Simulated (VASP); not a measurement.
## WS2: single point with revPBE

WS2, a slab with vacuum:

```
W S
1.0
     3.20600    0.00000    0.00000
    -1.60300    2.77648    0.00000
     0.00000    0.00000   16.95115
W S
1 2
Direct
  0.00000 0.00000 0.00000
  0.33333 0.66667 0.09269
  0.33333 0.66667 0.90731
```

| Quantity | Value |
| --- | --- |
| Program | VASP 6.6.1 |
| Task | single point |
| Functional | revPBE |
| Potentials or basis | VASP PAW PBE potentials, release 64 (W_sv, S) |
| Cutoff | 520 eV |
| k mesh | 10 × 10 × 2 |
| Occupations | fermi-dirac, width 0.05 eV |
| Spin | no spin polarisation |
| Dipole correction | no |
| Further INCAR settings | ALGO = Normal; EDIFF = 1e-06; NBANDS = 20 |

- Band gap on the k mesh: 1.95 eV, indirect (least direct gap 2.10 eV)

Forces on the atoms (eV/Å):
```
W    0.000  0.000  0.000
S    0.000  0.000  0.002
S    0.000  0.000 -0.002
```

Levels at points of the mesh, in eV from the valence-band top:
```csv
k point,band 9,band 10,band 11,band 12,band 13,band 14,band 15,band 16,band 17,band 18
"(0.00, 0.00, 0.00)",-2.84,-2.06,-1.64,-1.64,0.00,2.82,2.82,2.97,2.97,4.85
"(0.50, 0.00, 0.00)",-4.38,-3.38,-2.12,-1.32,-0.92,2.76,3.22,4.03,4.63,5.09
"(0.00, 0.00, 0.50)",-2.84,-2.06,-1.64,-1.64,0.00,2.82,2.82,2.97,2.97,4.91
"(0.50, 0.00, 0.50)",-4.38,-3.38,-2.12,-1.32,-0.92,2.76,3.22,4.03,4.63,5.09
```

It took 75 s on 1 thread of Intel(R) Xeon(R) Platinum 8488C (Sapphire Rapids) (shared host), peak memory 0.28 GiB.

Caveat: the PAW data sets were made with another functional, which shifts forces and pressure a little; spin-orbit coupling is left out, which moves the levels of the heavy elements.
